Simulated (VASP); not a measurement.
# Nb2PdS2 in VASP: single point with PBE

Aim: the single point of Nb2PdS2 with PBE.

Everything below comes from runs of VASP 6.6.1. Logs are shortened: lines on timing, memory, paths and dates and some standing lists are left out, and cuts for length are marked.

### 1 The cell of the first run

The typed cell holds 5 atoms: a = 3.355 Å, b = 3.355 Å, c = 8.771 Å, α = 90.00°, β = 90.00°, γ = 120.00°.

### 2 Single point, PBE

The input, INCAR:

```
PREC = Accurate ; ENCUT = 520
EDIFF = 1E-6 ; ISMEAR = 1
SIGMA = 0.1525 ; LREAL = F
LASPH = T ; NELM = 80
ALGO = Normal ; ISIF = 2
LWAVE = F ; LCHARG = T
GGA = PE ; LELF = T
LVHAR = T ; NBANDS = 32
```

The input, KPOINTS:

```
regular mesh
0
Gamma
  12 12 4
```

The input, POSCAR:

```
Nb2PdS2
1.0
    3.3548310000      0.0000000000      0.0000000000
   -1.6774150000      2.9053720000      0.0000000000
    0.0000000000      0.0000000000      8.7714100000
Nb S Pd
2 2 1
Direct
    0.3333000000      0.6667000000      0.1410000000
    0.6667000000      0.3333000000      0.8590000000
    0.3333000000      0.6667000000      0.6670000000
    0.6667000000      0.3333000000      0.3330000000
    0.0000000000      0.0000000000      0.0000000000
```

Potentials or basis: VASP PAW PBE potentials, release 64 (Nb_sv, S, Pd).

Started as:

```
> cat potpaw_PBE.64/Nb_sv/POTCAR potpaw_PBE.64/S/POTCAR potpaw_PBE.64/Pd/POTCAR > POTCAR
> mpirun -np 1 vasp_std > vasp.out
```

OUTCAR:

```text
PREC = Accurate
   ENCUT = 520
   EDIFF = 1E-6
   ISMEAR = 1
   LREAL = F
   LASPH = T
   NELM = 80
   ISIF = 2
   GGA = PE

 ion  position               nearest neighbor table
   1  0.333  0.667  0.141-   5 2.30   5 2.30   5 2.30   4 2.57   4 2.57   4 2.57
   2  0.667  0.333  0.859-   5 2.30   5 2.30   5 2.30   3 2.57   3 2.57   3 2.57
   3  0.333  0.667  0.667-   2 2.57   2 2.57   2 2.57
   4  0.667  0.333  0.333-   1 2.57   1 2.57   1 2.57
   5  0.000  0.000  0.000-   1 2.30   2 2.30   2 2.30   1 2.30   2 2.30   1 2.30

  LATTYP: Found a hexagonal cell.
 ALAT       =     3.3548310000
 C/A-ratio  =     2.6145609123

  Lattice vectors:

 A1 = (   3.3548310000,   0.0000000000,   0.0000000000)
 A2 = (  -1.6774150000,   2.9053720000,   0.0000000000)
 A3 = (   0.0000000000,   0.0000000000,   8.7714100000)

Analysis of symmetry for initial positions (statically):
=====================================================================
 Subroutine PRICEL returns:
 Original cell was already a primitive cell.

 Routine SETGRP: Setting up the symmetry group for a
 hexagonal supercell.

 Subroutine GETGRP returns: Found  4 space group operations
 (whereof  4 operations were pure point group operations)
 out of a pool of 24 trial point group operations.

The static configuration has the point symmetry C_2h.

Analysis of symmetry for dynamics (positions and initial velocities):
=====================================================================
 Subroutine PRICEL returns:
 Original cell was already a primitive cell.

 Routine SETGRP: Setting up the symmetry group for a
 hexagonal supercell.

 Subroutine GETGRP returns: Found  4 space group operations
 (whereof  4 operations were pure point group operations)
 out of a pool of 24 trial point group operations.

The dynamic configuration has the point symmetry C_2h.

 Subroutine INISYM returns: Found  4 space group operations
 (whereof  4 operations are pure point group operations),
 and found     1 'primitive' translations

----------------------------------------------------------------------------------------

                                     Primitive cell

[... 87 lines left out ...]
   PREC   = accura    normal or accurate (medium, high low for compatibility)
   ISTART =      0    job   : 0-new  1-cont  2-samecut
   ICHARG =      2    charge: 1-file 2-atom 10-const
   ISPIN  =      1    spin polarized calculation?
   LNONCOLLINEAR =      F non collinear calculations
   LSORBIT =      F    spin-orbit coupling
   LASPH  =      T    aspherical Exc in radial PAW
   ENCUT  =  520.0 eV  38.22 Ry    6.18 a.u.   6.24  6.24 16.31*2*pi/ulx,y,z
   NELM   =     80;   NELMIN=  2; NELMDL= -5     # of ELM steps
   EDIFF  = 0.1E-05   stopping-criterion for ELM
   LREAL  =      F    real-space projection
   EDIFFG = 0.1E-04   stopping-criterion for IOM
   NSW    =      0    number of steps for IOM
   IBRION =     -1    ionic relax: 0-MD 1-quasi-New 2-CG
   NFREE  =      0    steps in history (QN), initial steepest desc. (CG)
   ISIF   =      2    stress and relaxation
   ISYM   =      2    0-nonsym 1-usesym 2-fastsym
   POTIM  = 0.5000    time-step for ionic-motion
   TEBEG  =    0.0;   TEEND  =   0.0 temperature during run
   PSTRESS=    0.0 pullay stress
   NELECT =      48.0000    total number of electrons
   NUPDOWN=      -1.0000    fix difference up-down
   EMIN   =  10.00;   EMAX   =-10.00  energy-range for DOS
   EFERMI =   0.00;   METHOD = LEGACY
   ISMEAR =     1;   SIGMA  =   0.15  broadening in eV -4-tet -1-fermi 0-gaus
   EFERMI_NEDOS =   21; number of points for ismear=-14 and -15
   IALGO  =     38    algorithm
   IMIX   =      4    mixing-type and parameters
     AMIX     =   0.40;   BMIX     =  1.00
     AMIX_MAG =   1.60;   BMIX_MAG =  1.00
  volume/ion in A,a.u.               =      17.10       115.39
  Fermi-wavevector in a.u.,A,eV,Ry     =   1.350542  2.552154 24.816519  1.823963
  Thomas-Fermi vector in A             =   2.478038
   LORBIT       =      0    0 simple, 1 ext, 2 COOP (PROOUT), +10 PAW based schemes
   GGA     = PE    functional components
   LHFCALC =     F    Hartree Fock is set to
   AEXX    =    0.0000 exact exchange contribution
   IVDW    =     0    specifies the selected vdW correction
   LEPSILON=     F    determine dielectric tensor
   LRPA    =     F    only Hartree local field effects (RPA)
 non-spin polarized calculation
 Methfessel and Paxton  Order N= 1 SIGMA  =   0.15
  energy-cutoff  :      520.00
  volume of cell :       85.50
 maximum number of plane-waves:      2337
 NGX is ok and might be reduce to    28
   NGX = 13   NGY = 13   NGZ = 33

 number of electron      47.9999997 magnetization

 Free energy of the ion-electron system (eV)
  ---------------------------------------------------
  ext. energy  EPLUGINS =         0.00000000
  ---------------------------------------------------
  free energy    TOTEN  =       -30.93537541 eV

  energy without entropy =      -30.93552394  energy(sigma->0) =      -30.93542492

 E-fermi :   8.9189     XC(G=0): -11.4699

 val. band max:        8.9113878475   @ k =  -0.0833   0.1667   0.0000
 cond. band min:       8.9417476808   @ k =   0.3333   0.1667   0.0000
 fundamental gap:      0.0303598333
 Fermi energy:         8.9189062840

 k-point     1 :       0.0000    0.0000    0.0000
  band No.  band energies     occupation
      1     -46.2827      2.00000
      2     -46.2064      2.00000
      3     -22.6443      2.00000
      4     -22.4281      2.00000
      5     -22.4279      2.00000
      6     -22.2388      2.00000
[... 829 lines left out ...]
     31      13.2053      0.00000
     32      13.9750      0.00000

 [... further k-points ...]
[... 5 lines left out ...]
  --------------------------------------------------------------------------------------
  -------------------------------------------------------------------------------------
  Total       25.7161171     25.7118349     22.7750515     -0.0037520      0.0002402     -0.0004160
  in kB      481.9191357    481.8388878    426.8036694     -0.0703126      0.0045010     -0.0077955
  external PRESSURE =     463.5205643 kB  Pullay stress =       0.0000000 kB

 VOLUME and BASIS-vectors are now :
 -----------------------------------------------------------------------------
  energy-cutoff  :      520.00
  volume of cell :       85.50
      direct lattice vectors                 reciprocal lattice vectors
     3.354831000  0.000000000  0.000000000     0.298077608  0.172094951  0.000000000
    -1.677415000  2.905372000  0.000000000     0.000000000  0.344190004  0.000000000
     0.000000000  0.000000000  8.771410000     0.000000000  0.000000000  0.114006756

 POSITION                                       TOTAL-FORCE (eV/Angst)
 -----------------------------------------------------------------------------------
     -0.00017      1.93701      1.23677         0.001555     -0.000898     10.509982
      1.67758      0.96836      7.53464        -0.001555      0.000898    -10.509982
     -0.00017      1.93701      5.85053         0.000741     -0.000428      0.731775
      1.67758      0.96836      2.92088        -0.000741      0.000428     -0.731775
      0.00000      0.00000      0.00000         0.000000     -0.000000      0.000000
 -----------------------------------------------------------------------------------
    total drift:                                0.000000      0.000000      0.000000

  FREE ENERGIE OF THE ION-ELECTRON SYSTEM (eV)
  ---------------------------------------------------
  free  energy   TOTEN  =       -30.9353754124 eV

  energy  without entropy=      -30.9355239363  energy(sigma->0) =      -30.93542492
```

OSZICAR:

```text
N       E                     dE             d eps       ncg     rms          rms(c)
DAV:   1     0.497915947006E+03    0.49792E+03   -0.24985E+04 10528   0.148E+03
DAV:   2     0.756148218478E+01   -0.49035E+03   -0.46992E+03 12736   0.518E+02
DAV:   3    -0.298639167898E+02   -0.37425E+02   -0.35979E+02 17792   0.114E+02
DAV:   4    -0.327977369669E+02   -0.29338E+01   -0.29130E+01 16776   0.269E+01
DAV:   5    -0.329058709176E+02   -0.10813E+00   -0.10808E+00 16664   0.495E+00    0.208E+01
DAV:   6    -0.314301270743E+02    0.14757E+01   -0.47519E+00 15056   0.176E+01    0.133E+01
DAV:   7    -0.312205372512E+02    0.20959E+00   -0.29213E+00 15392   0.112E+01    0.562E+00
DAV:   8    -0.309431791659E+02    0.27736E+00   -0.68321E-01 13360   0.808E+00    0.162E+00
DAV:   9    -0.309385020686E+02    0.46771E-02   -0.18580E-01 18112   0.271E+00    0.151E+00
DAV:  10    -0.309359179601E+02    0.25841E-02   -0.21822E-02 14016   0.123E+00    0.557E-01
DAV:  11    -0.309354503185E+02    0.46764E-03   -0.79968E-03 14592   0.701E-01    0.125E-01
DAV:  12    -0.309353500125E+02    0.10031E-03   -0.89960E-04 15080   0.289E-01    0.567E-02
DAV:  13    -0.309353727119E+02   -0.22699E-04   -0.11059E-04 14688   0.816E-02    0.159E-02
DAV:  14    -0.309353754466E+02   -0.27347E-05   -0.11712E-05 15176   0.229E-02    0.100E-02
DAV:  15    -0.309353754124E+02    0.34137E-07   -0.19578E-06  9744   0.118E-02
   1 F= -.30935375E+02 E0= -.30935425E+02  d E =0.148524E-03
```

It took 7 min on 1 thread of Oxide Virtual Turin-like, shared host; peak memory 0.49 GiB.

What came out:

```
Free energy            : -30.9354 eV
Pressure               : 46.4 GPa
Largest force          : 10.510 eV/Å
Band gap on the k mesh : zero (bands 24 and 25 overlap by 1.15 eV)
```

Forces on the atoms (eV/Å):
```
Nb    0.002  -0.001  10.510
Nb   -0.002   0.001 -10.510
S     0.001   0.000   0.732
S    -0.001   0.000  -0.732
Pd    0.000   0.000   0.000
```

Levels at points of the mesh, in eV from the Fermi level:
```tsv
k point	band 20	band 21	band 22	band 23	band 24	band 25	band 26	band 27	band 28	band 29
(0.00, 0.00, 0.00)	-1.83	-0.38	-0.38	0.10	0.98	0.98	1.78	2.00	2.00	2.41
(0.50, 0.00, 0.00)	-2.43	-1.36	-1.30	-1.25	-0.46	0.68	1.12	2.06	2.66	2.87
(0.50, 0.50, 0.00)	-2.43	-1.36	-1.30	-1.25	-0.46	0.68	1.12	2.06	2.66	2.87
(0.00, 0.00, 0.50)	-1.38	-0.28	-0.28	-0.18	0.90	0.91	1.94	2.02	2.02	2.35
(0.50, 0.00, 0.50)	-2.33	-1.82	-1.50	-1.33	-0.63	0.84	1.25	2.15	2.69	2.84
(0.50, 0.50, 0.50)	-2.33	-1.82	-1.50	-1.33	-0.63	0.84	1.25	2.15	2.69	2.84
```

Caveat: the stress differs along the axes, from 43 to 48 GPa; forces of over 1 eV/Å act on the atoms, so gaps and moduli don't describe the material at rest.

The gap in the log of VASP goes by the Fermi energy; the results here count the filled bands.